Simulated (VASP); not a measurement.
Set up this calculation in VASP 6.6.1, as the native input.

| Quantity | Value |
| --- | --- |
| Task | single point |
| Functional | LDA |
| Potentials or basis | VASP PAW LDA potentials, release 64 (Si) |
| Cutoff | 520 eV |
| k mesh | 12 × 12 × 12 |
| Occupations | gaussian, width 0.05 eV |
| Spin | no spin polarisation |
| Dipole correction | no |
| Further INCAR settings | ALGO = Normal; EDIFF = 1e-06; NBANDS = 11 |

The structure of Si lies in POSCAR:

```
Si
1.0
    0.0000000000      2.5618998176      2.8575430566
    2.5618998176      0.0000000000      2.8575430566
    2.5618998176      2.5618998176      0.0000000000
Si
2
Direct
    0.5000000000      0.5000000000      0.5000000000
    0.7500000000      0.7500000000      0.7500000000
```

This cell differs from its parent crystal: volume 18.755 Å^3 an atom, c/a of the conventional cell 1.1154.

These files were run (other wordings do the same):

INCAR

```
SYSTEM = Si
PREC = Accurate
ENCUT = 520
EDIFF = 1E-6
ISMEAR = 0
SIGMA = 0.05
LREAL = .FALSE.
LASPH = .TRUE.
NELM = 60
ALGO = Normal
ISIF = 2
LWAVE = .FALSE.
LCHARG = .TRUE.
GGA = CA
LELF = .TRUE.
LVHAR = .TRUE.
NBANDS = 11
```

KPOINTS

```
Automatic mesh
0
G
  12 12 12
  0 0 0
```

Potentials or basis: VASP PAW LDA potentials, release 64 (Si).

Command:

```sh
$ cat potpaw_LDA.64/Si/POTCAR > POTCAR
$ mpirun -np 1 vasp_std > vasp.out
```

It gave:

* Pressure: 4.8 GPa
* Band gap on the k mesh: zero (band 4 reaches 6.78 eV, above the bottom of band 5 at 6.52 eV)

It took 37 s on 1 thread of Intel(R) Xeon(R) Platinum 8488C (Sapphire Rapids), with other jobs on the host, peak memory 0.17 GiB.
